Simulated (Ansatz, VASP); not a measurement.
TaN in VASP and in Ansatz

Contents of INCAR:

```
  PREC = Accurate
  ENCUT = 520
  EDIFF = 1E-7
  ISMEAR = 0
  SIGMA = 0.15
  LREAL = F
  LASPH = T
  NELM = 80
  ALGO = Normal
  ISIF = 2
  LWAVE = F
  LCHARG = F
  GGA = PE
  NBANDS = 24
```

Contents of KPOINTS:

```
regular mesh
0
Gamma
  14 14 10
```

POSCAR

```
TaN
1.0
    0.0000000000     -2.2081122572     -2.2081122572
    0.0000000000      2.2081122572     -2.2081122572
    4.4162245144      0.0000000000      0.0000000000
Ta N
2 2
Direct
    0.5121475408      0.4878524592     -0.0068336334
   -0.0121475408      0.0121475408      0.5068336334
    0.4864590218      0.5135409782      0.4845569446
    0.0135409782     -0.0135409782      0.0154430554
```

Input for Ansatz:

```yaml
crystal:
  lattice:
    - [0.0, -2.2081122572, -2.2081122572]
    - [0.0, 2.2081122572, -2.2081122572]
    - [4.4162245144, 0.0, 0.0]
  atoms:
    - { symbol: Ta, position: [0.5121475408, 0.4878524592, -0.0068336334] }
    - { symbol: Ta, position: [-0.0121475408, 0.0121475408, 0.5068336334] }
    - { symbol: "N", position: [0.4864590218, 0.5135409782, 0.4845569446] }
    - { symbol: "N", position: [0.0135409782, -0.0135409782, 0.0154430554] }
basis:
  ecutwfc: 520.0
kpoints:
  mp_grid: { grid: [14, 14, 10] }
hamiltonian:
  xc: pbe
  pseudopotentials: { kind: paw, azcp: { folder: soft_1 } }
scf:
  occupations: { method: gaussian, width: 0.15 }
output:
  forces: true
  stress: true
  eigenvalues: true
```

Change from the starting cell: mode 1 frozen in at -0.068 Å and mode 2 at -0.060 Å (largest displacements).

Alike in both runs: task single point; functional PBE; k mesh 14 × 14 × 10; occupations gaussian, width 0.15 eV; no spin polarisation.

|  | VASP | Ansatz |
| --- | --- | --- |
| version | VASP 6.6.1 | Ansatz 0.2.0 |
| potentials or method | VASP PAW PBE potentials, release 64 (Ta_pv, N), cutoff 520 eV | scalar-relativistic, plane waves, PAW |
| valence electrons in the cell | 32 | 36 |

Ansatz gave:

```
gap on the k mesh at the Fermi level (eV)                     : none
pressure (GPa)                                                : 0.0
traceless stress, the component that is largest in VASP (GPa) : -2.26
rms of the force components (eV/Å)                            : 0.410
```

Question: Estimate VASP's values.

Answer: gap on the k mesh at the Fermi level (eV): none; pressure (GPa): 1.0; traceless stress, the component that is largest in VASP (GPa): -2.30; rms of the force components (eV/Å): 0.417.

Atom by atom the forces differ by 0.008 eV/Å (rms over components). A gap of «none» marks a metal or a gap that the smearing closes. VASP's potentials hold 32 valence electrons a cell and Ansatz's 36, so a difference there can come from the potentials and not from the codes.

Spin-orbit coupling is off throughout.
